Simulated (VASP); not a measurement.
Set up this calculation in VASP 6.6.1, as the native input.

| Property | Result |
| --- | --- |
| Task | single point |
| Functional | LDA |
| Potentials or basis | VASP PAW LDA potentials, release 64 (Ga_d, Sb) |
| Cutoff | 520 eV |
| k mesh | 10 × 10 × 10 |
| Occupations | gaussian, width 0.15 eV |
| Spin | no spin polarisation |
| Dipole correction | no |
| Further INCAR settings | ALGO = Normal; EDIFF = 1e-06; NBANDS = 22 |

The structure of GaSb3 lies in POSCAR:

```
GaSb3
1.0
   -0.1448800451      3.6220011279      3.4890736865
    3.4771210828      0.0000000000      3.3441936414
    3.6220011279      3.6220011279     -0.1448800451
Ga Sb
1 3
Direct
    0.0000000000      0.0000000000      0.0000000000
    0.2500000000      0.2500000000      0.2500000000
    0.7500000000      0.7500000000      0.7500000000
    0.5000000000      0.5000000000      0.5000000000
```

This cell differs from its parent crystal: engineering shear strain xz -0.0800, normal strain along z -0.0367.

These files were run (other wordings do the same):

INCAR

```
  ALGO = Normal
  EDIFF = 1E-6
  ENCUT = 520
  ISIF = 2
  ISMEAR = 0
  LASPH = T
  LCHARG = F
  LREAL = F
  LWAVE = F
  NBANDS = 22
  NELM = 80
  PREC = Accurate
  SIGMA = 0.15
```

KPOINTS

```
k-points
0
Gamma
  10 10 10
```

Potentials or basis: VASP PAW LDA potentials, release 64 (Ga_d, Sb).

Launch:

```bash
$ cat potpaw_LDA.64/Ga_d/POTCAR potpaw_LDA.64/Sb/POTCAR > POTCAR
$ mpirun -np 1 vasp_std > vasp.out
```

Results of the run:

| Property | Result |
| --- | --- |
| Pressure | 3.7 GPa |
| Largest force | 0.255 eV/Å |
| Band gap on the k mesh | zero (bands 14 and 15 overlap by 4.05 eV) |

Caveat: the cell differs from its parent crystal (engineering shear strain xz -0.0800, normal strain along z -0.0367); the cell stands under pressure; spin-orbit coupling is left out, which moves the levels of the heavy elements.

Run time: 9.6 min on 1 thread of Intel Xeon 8259CL, on a shared host, peak memory 0.6 GiB.
